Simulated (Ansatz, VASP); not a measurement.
## Two plane-wave programs on AlCu3

```
CELL_PARAMETERS angstrom
3.63187 0.00000 0.00000
0.00000 3.63187 0.00000
0.00000 0.00000 3.63187
ATOMIC_POSITIONS crystal
Al 0.94837 0.00000 0.00000
Cu 0.50000 0.50000 0.00000
Cu 0.50000 0.00000 0.50000
Cu 0.00000 0.50000 0.50000
```

Alike in both runs: task single point; functional PBEsol; k mesh 14 × 14 × 14; occupations gaussian, width 0.15 eV; no spin polarisation.

|  | VASP | Ansatz |
| --- | --- | --- |
| version | VASP 6.6.1 | Ansatz 0.2.0 |
| potentials or method | VASP PAW PBE potentials, release 64 (Al, Cu), cutoff 520 eV | scalar-relativistic, plane waves, PAW |
| valence electrons in the cell | 36 | 60 |

```csv
,VASP,Ansatz,Ansatz less VASP
gap on the k mesh at the Fermi level (eV),none,none,-
pressure (GPa),1.9,1.4,-0.54
"traceless stress, the component that is largest in VASP (GPa)",-0.17,-0.15,+0.016
rms of the force components (eV/Å),0.490,0.488,-0.0028
```

VASP's potentials were made for PBE, not for PBEsol. Atom by atom the forces differ by 0.003 eV/Å (rms over components). A gap of «none» marks a metal or a gap that the smearing closes. VASP's potentials hold 36 valence electrons a cell and Ansatz's 60, so a difference there can come from the potentials and not from the codes.
